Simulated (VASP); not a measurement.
A run of VASP 6.6.1:

Contents of INCAR:

```
ALGO = Normal ; EDIFF = 1E-7
ENCUT = 520 ; GGA = PE
ISIF = 2 ; ISMEAR = -1
ISPIN = 2 ; LASPH = True
LCHARG = False ; LMAXMIX = 4
LORBIT = 11 ; LREAL = False
LWAVE = False ; MAGMOM = 2 0
NBANDS = 18 ; NELM = 150
PREC = Accurate ; SIGMA = 0.05
```

File KPOINTS:

```
k-points
0
Gamma
  10 10 10
```

File POSCAR:

```
CoSi
1.0
    2.7437437974      0.0000000000      0.0000000000
    0.0000000000      2.7437437974      0.0000000000
    0.0000000000      0.0000000000      2.7437437974
Co Si
1 1
Direct
    0.0000000000      0.0000000000      0.0000000000
    0.5000000000      0.5000000000      0.5000000000
```

Potentials or basis: VASP PAW PBE potentials, release 64 (Co, Si).

Command:

```console
$ cat potpaw_PBE.64/Co/POTCAR potpaw_PBE.64/Si/POTCAR > POTCAR
$ mpirun -np 1 vasp_std > vasp.out
```

Hardware: 1 thread of Intel Xeon 6975P-C, on a shared host.

**Question.** Estimate the wall time of this run.

**Answer.** Run time: 34 s on 1 thread of Intel Xeon 6975P-C, with other jobs on the host, peak memory 0.15 GiB. Counts: scf iterations 16, k points 56.
